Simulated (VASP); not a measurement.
# TiTe2: relaxation of shape and atoms at fixed volume with PBE+D3(BJ)

TiTe2:

```xyz
3
Lattice="3.7619 0.0000 0.0000 -1.8809 3.2579 0.0000 0.0000 0.0000 6.5390" Properties=species:S:1:pos:R:3 pbc="T T T"
Ti    0.0000    0.0000    0.0000
Te    1.8809    1.0860    1.7462
Te    0.0000    2.1719    4.7928
```

* Program: VASP 6.6.1
* Task: relaxation of shape and atoms at fixed volume
* Functional: PBE
* Dispersion: D3(BJ)
* Potentials or basis: VASP PAW PBE potentials, release 64 (Ti_sv, Te)
* Cutoff: 600 eV
* k mesh: 15 × 15 × 8
* Occupations: gaussian, width 0.3 eV
* Spin: no spin polarisation
* Dipole correction: no
* Further INCAR settings: ALGO = Fast; EDIFF = 1e-06; IBRION = 2; EDIFFG = -0.01; NSW = 50; ISIF = 4

```
Energy gained by relaxing  : 2.2 meV/atom
Ionic steps                : 5
Pressure after relaxing    : -1.9 GPa
Band gap on the k mesh     : zero (bands 12 and 13 overlap by 0.71 eV)
Dispersion energy per atom : -0.492 eV
```

Forces in eV/Å, atoms in the order of the input:
```
Ti   0.000  0.000  0.000
Te   0.000  0.000  0.002
Te   0.000  0.000 -0.002
```

The path:
| step | energy change (eV) | largest force (eV/Å) | pressure (GPa) | volume (Å³) |
| --- | --- | --- | --- | --- |
| 1 | 0.0000 | 0.2327 | -2.55 | 80.14 |
| 2 | -0.0040 | 0.1226 | -2.50 | 80.14 |
| 3 | -0.0054 | 0.0125 | -2.12 | 80.14 |
| 4 | -0.0061 | 0.0081 | -2.05 | 80.14 |
| 5 | -0.0067 | 0.0025 | -1.88 | 80.14 |

Final structure:
```cif
data_structure
_symmetry_space_group_name_H-M 'P 1'
_symmetry_Int_Tables_number 1
_cell_length_a 3.7468
_cell_length_b 3.7468
_cell_length_c 6.5919
_cell_angle_alpha 90.000
_cell_angle_beta 90.000
_cell_angle_gamma 120.000
_cell_volume 80.14
loop_
_atom_site_label
_atom_site_type_symbol
_atom_site_fract_x
_atom_site_fract_y
_atom_site_fract_z
_atom_site_occupancy
Ti1 Ti 0.00000 0.00000 0.00000 1
Te1 Te 0.66667 0.33333 0.26237 1
Te2 Te 0.33333 0.66667 0.73763 1
```

Levels at points of the mesh, in eV from the Fermi level:
```csv
k point,band 8,band 9,band 10,band 11,band 12,band 13,band 14,band 15,band 16
"(0.00, 0.00, 0.00)",-1.58,-1.58,0.31,0.41,0.44,0.44,1.16,1.16,3.12
"(0.00, 0.00, 0.50)",-2.72,-1.52,-1.52,0.43,0.43,0.87,0.87,1.00,3.52
```

It took 16 min on 1 thread of Oxide Virtual Turin-like Processor, with other jobs on the host, peak memory 0.46 GiB.

Caveat: so wide a smearing shifts energies and pressures; spin-orbit coupling is left out, which moves the levels of the heavy elements.
